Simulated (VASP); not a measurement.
# AlN (Pm-3m) in VASP: notebook, part 2 of 2

VASP 6.6.1. Earlier steps stand in the parts before.

## (3) Single point, r2SCAN

This run uses another cell than the first one, of 10.78 Å³/atom, 1.250 times its volume.

File POSCAR:

```
AlN
1.0
    2.7836137326      0.0000000000      0.0000000000
    0.0000000000      2.7836137326      0.0000000000
    0.0000000000      0.0000000000      2.7836137326
Al N
1 1
Direct
    0.0000000000      0.0000000000      0.0000000000
    0.5000000000      0.5000000000      0.5000000000
```

File INCAR.step1:

```
SYSTEM = AlN
PREC = Accurate
ENCUT = 520
ISMEAR = 0
SIGMA = 0.1
LREAL = .FALSE.
LASPH = .TRUE.
NELM = 60
NBANDS = 11
GGA = PE
ALGO = Normal
EDIFF = 1E-4
LWAVE = .TRUE.
LCHARG = .FALSE.
```

File INCAR.step2:

```
SYSTEM = AlN
PREC = Accurate
ENCUT = 520
EDIFF = 1E-7
ISMEAR = 0
SIGMA = 0.1
LREAL = .FALSE.
LASPH = .TRUE.
NELM = 60
ALGO = Normal
ISIF = 2
LWAVE = .FALSE.
LCHARG = .TRUE.
METAGGA = R2SCAN
LMIXTAU = .TRUE.
LELF = .TRUE.
LVHAR = .TRUE.
NBANDS = 11
ISTART = 1
```

File KPOINTS:

```
regular mesh
0
G
  6 6 6
  0 0 0
```

Potentials or basis: VASP PAW PBE potentials, release 64 (Al, N).

Command:

```sh
cat potpaw_PBE.64/Al/POTCAR potpaw_PBE.64/N/POTCAR > POTCAR
cp INCAR.step1 INCAR
mpirun -np 1 vasp_std > vasp.out
cp INCAR.step2 INCAR
mpirun -np 1 vasp_std > vasp.out
```

OUTCAR:

```text
SYSTEM = AlN
   PREC = Accurate
   ENCUT = 520
   EDIFF = 1E-7
   ISMEAR = 0
   LREAL = .FALSE.
   LASPH = .TRUE.
   NELM = 60
   ISIF = 2
   METAGGA = R2SCAN
   ISTART = 1

 ion  position               nearest neighbor table
   1  0.000  0.000  0.000-   2 2.41   2 2.41   2 2.41   2 2.41   2 2.41   2 2.41   2 2.41   2 2.41

   2  0.500  0.500  0.500-   1 2.41   1 2.41   1 2.41   1 2.41   1 2.41   1 2.41   1 2.41   1 2.41

  LATTYP: Found a simple cubic cell.
 ALAT       =     2.7836137326

  Lattice vectors:

 A1 = (   2.7836137326,   0.0000000000,   0.0000000000)
 A2 = (   0.0000000000,   2.7836137326,   0.0000000000)
 A3 = (   0.0000000000,   0.0000000000,   2.7836137326)

Analysis of symmetry for initial positions (statically):
=====================================================================
 Subroutine PRICEL returns:
 Original cell was already a primitive cell.

 Routine SETGRP: Setting up the symmetry group for a
 simple cubic supercell.

 Subroutine GETGRP returns: Found 48 space group operations
[... 9 lines left out ...]

 Routine SETGRP: Setting up the symmetry group for a
 simple cubic supercell.

 Subroutine GETGRP returns: Found 48 space group operations
[... 11 lines left out ...]
                                     Primitive cell

  volume of cell :      21.5688

  direct lattice vectors                    reciprocal lattice vectors
     2.783613733  0.000000000  0.000000000     0.359245246  0.000000000  0.000000000
     0.000000000  2.783613733  0.000000000     0.000000000  0.359245246  0.000000000
     0.000000000  0.000000000  2.783613733     0.000000000  0.000000000  0.359245246

  length of vectors
     2.783613733  2.783613733  2.783613733     0.359245246  0.359245246  0.359245246

  position of ions in fractional coordinates (direct lattice)
     0.000000000  0.000000000  0.000000000
     0.500000000  0.500000000  0.500000000

  ion indices of the primitive-cell ions
   primitive index   ion index
                 1           1
                 2           2

----------------------------------------------------------------------------------------

 KPOINTS: regular mesh

Automatic generation of k-mesh.
 Grid dimensions read from file:
 generate k-points for:    6    6    6

 Generating k-lattice:

  Cartesian coordinates                     Fractional coordinates (reciprocal lattice)
     0.059874208  0.000000000  0.000000000     0.166666667  0.000000000  0.000000000
     0.000000000  0.059874208  0.000000000     0.000000000  0.166666667  0.000000000
     0.000000000  0.000000000  0.059874208     0.000000000  0.000000000  0.166666667

  Length of vectors
     0.059874208  0.059874208  0.059874208

  Shift w.r.t. Gamma in fractional coordinates (k-lattice)
     0.000000000  0.000000000  0.000000000

 Subroutine IBZKPT returns following result:
 ===========================================

 Found     20 irreducible k-points:

 Following reciprocal coordinates:
            Coordinates               Weight
  0.000000  0.000000  0.000000      1.000000
  0.166667  0.000000  0.000000      6.000000
  0.333333  0.000000  0.000000      6.000000
  0.500000  0.000000  0.000000      3.000000
  0.166667  0.166667  0.000000     12.000000
  0.333333  0.166667  0.000000     24.000000
[... 12 lines left out ...]
  0.500000  0.500000  0.333333      6.000000
  0.500000  0.500000  0.500000      1.000000
   k-points           NKPTS =     20   k-points in BZ     NKDIM =     20   number of bands    NBANDS=     11
   number of dos      NEDOS =    301   number of ions     NIONS =      2
   total plane-waves  NPLWV =  13824
   dimension x,y,z NGX =    24 NGY =   24 NGZ =   24
   dimension x,y,z NGXF=    48 NGYF=   48 NGZF=   48
   ions per type =               1   1
   NGX,Y,Z   is equivalent  to a cutoff of  14.33, 14.33, 14.33 a.u.
   NGXF,Y,Z  is equivalent  to a cutoff of  28.67, 28.67, 28.67 a.u.
 SYSTEM =  AlN
   PREC   = accura    normal or accurate (medium, high low for compatibility)
   ISTART =      1    job   : 0-new  1-cont  2-samecut
   ICHARG =      0    charge: 1-file 2-atom 10-const
   ISPIN  =      1    spin polarized calculation?
   LNONCOLLINEAR =      F non collinear calculations
   LSORBIT =      F    spin-orbit coupling
   LASPH  =      T    aspherical Exc in radial PAW
   ENCUT  =  520.0 eV  38.22 Ry    6.18 a.u.   5.18  5.18  5.18*2*pi/ulx,y,z
   NELM   =     60;   NELMIN=  2; NELMDL=  0     # of ELM steps
   EDIFF  = 0.1E-06   stopping-criterion for ELM
   LREAL  =      F    real-space projection
   EDIFFG = 0.1E-05   stopping-criterion for IOM
   NSW    =      0    number of steps for IOM
   IBRION =     -1    ionic relax: 0-MD 1-quasi-New 2-CG
   NFREE  =      0    steps in history (QN), initial steepest desc. (CG)
   ISIF   =      2    stress and relaxation
   ISYM   =      2    0-nonsym 1-usesym 2-fastsym
   POTIM  = 0.5000    time-step for ionic-motion
   TEBEG  =    0.0;   TEEND  =   0.0 temperature during run
   PSTRESS=    0.0 pullay stress
   NELECT =       8.0000    total number of electrons
   NUPDOWN=      -1.0000    fix difference up-down
   EMIN   =  10.00;   EMAX   =-10.00  energy-range for DOS
   EFERMI =   0.00;   METHOD = LEGACY
   ISMEAR =     0;   SIGMA  =   0.10  broadening in eV -4-tet -1-fermi 0-gaus
   EFERMI_NEDOS =   21; number of points for ismear=-14 and -15
   IALGO  =     38    algorithm
   IMIX   =      4    mixing-type and parameters
     AMIX     =   0.40;   BMIX     =  1.00
     AMIX_MAG =   1.60;   BMIX_MAG =  1.00
  volume/ion in A,a.u.               =      10.78        72.78
  Fermi-wavevector in a.u.,A,eV,Ry     =   1.176240  2.222771 18.824204  1.383540
  Thomas-Fermi vector in A             =   2.312607
   LORBIT       =      0    0 simple, 1 ext, 2 COOP (PROOUT), +10 PAW based schemes
   METAGGA = R2SCAN    functional components
   LHFCALC =     F    Hartree Fock is set to
   AEXX    =    0.0000 exact exchange contribution
   IVDW    =     0    specifies the selected vdW correction
   LEPSILON=     F    determine dielectric tensor
   LRPA    =     F    only Hartree local field effects (RPA)
 non-spin polarized calculation
 Gauss-broadening in eV      SIGMA  =   0.10
  energy-cutoff  :      520.00
  volume of cell :       21.57
 maximum number of plane-waves:       624
 NGX is ok and might be reduce to    24
   NGX = 11   NGY = 11   NGZ = 11

 number of electron       8.0000002 magnetization

 Free energy of the ion-electron system (eV)
  ---------------------------------------------------
  ext. energy  EPLUGINS =         0.00000000
  ---------------------------------------------------
  free energy    TOTEN  =       -14.91503021 eV

  energy without entropy =      -14.91193024  energy(sigma->0) =      -14.91348023

 E-fermi :   8.4704     XC(G=0): -11.9343

 val. band max:        8.2416211228   @ k =   0.3333   0.3333   0.0000
 cond. band min:       8.4853128269   @ k =   0.5000   0.3333   0.0000
 fundamental gap:      0.2436917041
 Fermi energy:         8.4704228343

 k-point     1 :       0.0000    0.0000    0.0000
  band No.  band energies     occupation
      1      -9.1722      2.00000
      2       6.9200      2.00000
      3       6.9200      2.00000
      4       6.9200      2.00000
      5       7.5070      2.00000
      6      15.0639      0.00000
      7      15.0639      0.00000
      8      22.2961      0.00000
      9      22.2961      0.00000
     10      22.2961      0.00000
     11      30.0171      0.00000

 k-point     2 :       0.1667    0.0000    0.0000
  band No.  band energies     occupation
      1      -8.7907      2.00000
      2       3.9001      2.00000
      3       7.1317      2.00000
      4       7.1317      2.00000
      5       9.3023      0.00000
      6      15.5677      0.00000
      7      15.9187      0.00000
      8      21.5888      0.00000
      9      21.5888      0.00000
     10      22.9271      0.00000
     11      28.8112      0.00000
[... 239 lines left out ...]
 k-point    20 :       0.5000    0.5000    0.5000
  band No.  band energies     occupation
      1      -4.3670      2.00000
      2       4.1996      2.00000
      3       4.1996      2.00000
      4       4.1996      2.00000
      5       9.8485      0.00000
      6       9.8485      0.00000
      7       9.8485      0.00000
      8      14.2593      0.00000
      9      25.3986      0.00000
     10      25.3986      0.00000
     11      25.3986      0.00000

------------------------ aborting loop because EDIFF is reached ----------------------------------------

  FORCE on cell =-STRESS in cart. coord.  units (eV):
  Direction    XX          YY          ZZ          XY          YZ          ZX
  --------------------------------------------------------------------------------------
  -------------------------------------------------------------------------------------
  Total       -4.1552740     -4.1552740     -4.1552740     -0.0000000      0.0000000     -0.0000000
  in kB     -308.6621220   -308.6621220   -308.6621220     -0.0000000      0.0000000     -0.0000000
  external PRESSURE =    -308.6621220 kB  Pullay stress =       0.0000000 kB

 VOLUME and BASIS-vectors are now :
 -----------------------------------------------------------------------------
  energy-cutoff  :      520.00
  volume of cell :       21.57
      direct lattice vectors                 reciprocal lattice vectors
     2.783613733  0.000000000  0.000000000     0.359245246  0.000000000  0.000000000
     0.000000000  2.783613733  0.000000000     0.000000000  0.359245246  0.000000000
     0.000000000  0.000000000  2.783613733     0.000000000  0.000000000  0.359245246

 POSITION                                       TOTAL-FORCE (eV/Angst)
 -----------------------------------------------------------------------------------
      0.00000      0.00000      0.00000         0.000000      0.000000      0.000000
      1.39181      1.39181      1.39181         0.000000      0.000000      0.000000
 -----------------------------------------------------------------------------------
    total drift:                                0.000000     -0.000000     -0.000000

  FREE ENERGIE OF THE ION-ELECTRON SYSTEM (eV)
  ---------------------------------------------------
  free  energy   TOTEN  =       -14.9150302141 eV

  energy  without entropy=      -14.9119302364  energy(sigma->0) =      -14.91348023
```

It took 21 s on 1 thread of Intel Xeon Platinum 8488C (Sapphire Rapids), shared host; peak memory 0.13 GiB.

What came out:

```
Free energy            : -14.9150 eV
Pressure               : -30.9 GPa
Band gap on the k mesh : zero (band 4 reaches 8.49 eV, above the bottom of band 5 at 7.38 eV)
```

Levels at points of the mesh, in eV from the Fermi level:
```
           k point  band 1  band 2  band 3  band 4  band 5  band 6  band 7  band 8
(0.00, 0.00, 0.00)  -17.64   -1.55   -1.55   -1.55   -0.96    6.59    6.59   13.83
(0.50, 0.00, 0.00)  -15.59   -9.28   -0.60   -0.60    3.28    6.04    9.76   10.79
(0.50, 0.50, 0.00)  -14.07   -6.49   -6.49   -1.64    0.25    8.36    8.36   11.06
(0.50, 0.50, 0.50)  -12.84   -4.27   -4.27   -4.27    1.38    1.38    1.38    5.79
```

Caveat: the k points lie up to 0.38 Å⁻¹ apart; the PAW data sets were made with another functional, which shifts forces and pressure a little.

## (4) Relaxation of cell and atoms, r2SCAN

This run uses another cell than the first one, of 10.78 Å³/atom, 1.250 times its volume.

POSCAR is that of step 3.

Edit INCAR.step1 of step 3 so:

```diff
@@ -2,3 +2,3 @@
 PREC = Accurate
-ENCUT = 520
+ENCUT = 600
 ISMEAR = 0
@@ -8,3 +8,2 @@
 NELM = 60
-NBANDS = 11
 GGA = PE
```

File INCAR.step2:

```
SYSTEM = AlN
PREC = Accurate
ENCUT = 600
EDIFF = 1E-6
ISMEAR = 0
SIGMA = 0.1
LREAL = .FALSE.
LASPH = .TRUE.
NELM = 60
ALGO = Normal
ISIF = 3
LWAVE = .FALSE.
LCHARG = .FALSE.
METAGGA = R2SCAN
LMIXTAU = .TRUE.
IBRION = 2
NSW = 90
EDIFFG = -0.04
ISTART = 1
```

KPOINTS is that of step 3.

Command:

```sh
cat potpaw_PBE.64/Al/POTCAR potpaw_PBE.64/N/POTCAR > POTCAR
cp INCAR.step1 INCAR
mpirun -np 1 vasp_std > vasp.out
cp INCAR.step2 INCAR
mpirun -np 1 vasp_std > vasp.out
```

It took 48 s on 1 thread of Intel Xeon Platinum 8488C (Sapphire Rapids), shared host; peak memory 0.14 GiB.

It converged, with:

```yaml
Free_energy: -15.4260 eV
Relaxed_volume: 8.61 Å³/atom
Relaxed_cell: a = 2.582 Å, b = 2.582 Å, c = 2.582 Å, α = 90.00°, β = 90.00°, γ = 90.00°
Space_group_after_relaxing_to_0.05_Å: Pm-3m (No. 221)
Energy_gained_by_relaxing: 255.5 meV/atom
Ionic_steps: 3
Pressure_after_relaxing: -0.2 GPa
Band_gap_on_the_k_mesh: zero (band 4 reaches 11.46 eV, above the bottom of band 5 at 10.60 eV)
```

Step by step:
| step | energy change (eV) | largest force (eV/Å) | pressure (GPa) | volume (Å³) |
| --- | --- | --- | --- | --- |
| 1 | 0.0000 | 0.0000 | -30.80 | 21.57 |
| 2 | -0.4087 | 0.0000 | 23.98 | 15.72 |
| 3 | -0.5110 | 0.0000 | -0.17 | 17.22 |

Final structure:
```cif
data_structure
_symmetry_space_group_name_H-M 'P 1'
_symmetry_Int_Tables_number 1
_cell_length_a 2.5821
_cell_length_b 2.5821
_cell_length_c 2.5821
_cell_angle_alpha 90.000
_cell_angle_beta 90.000
_cell_angle_gamma 90.000
_cell_volume 17.22
loop_
_atom_site_label
_atom_site_type_symbol
_atom_site_fract_x
_atom_site_fract_y
_atom_site_fract_z
_atom_site_occupancy
Al1 Al 0.00000 0.00000 0.00000 1
N1 N 0.50000 0.50000 0.50000 1
```

Levels at points of the mesh, in eV from the Fermi level:
```
           k point  band 1  band 2  band 3  band 4  band 5  band 6  band 7  band 8
(0.00, 0.00, 0.00)  -19.86   -1.94   -1.94   -1.94    1.33    6.47    6.47   17.13
(0.50, 0.00, 0.00)  -17.11  -11.00   -0.83   -0.83    5.11    8.32   10.37   12.69
(0.50, 0.50, 0.00)  -14.94   -8.04   -8.04   -1.39    0.32   10.41   10.41   12.79
(0.50, 0.50, 0.50)  -13.01   -5.62   -5.62   -5.62    1.52    1.52    1.52    8.80
```

Caveat: the k points lie up to 0.41 Å⁻¹ apart in the final cell; the volume moved by over 15 % at a fixed basis, so the end points are rough; the PAW data sets were made with another functional, which shifts forces and pressure a little.

## (5) Summary

| task | cell | cutoff (eV) | gap on the mesh (eV) | pressure (GPa) |
| --- | --- | --- | --- | --- |
| single point | a = 2.584 Å, 2 atoms | 520 | none | -0.7 |
| single point | a = 2.784 Å, 2 atoms | 520 | none | -30.9 |
| relaxation of cell and atoms | relaxed from a = 2.784 Å, 2 atoms | 600 | none | -0.2 |

Alike in all rows: level r2SCAN; potentials or basis VASP PAW PBE potentials, release 64 (Al, N); no spin polarisation; k mesh 6 × 6 × 6; smearing gaussian 0.1 eV.

Caveats: all runs use coarse meshes; the PAW data sets were made with another functional, which shifts forces and pressure a little; the volume moved by over 15 % at a fixed basis, so the end points are rough (some runs).

Total energies depend on the potentials used, so only differences within one code and one set of settings carry meaning.
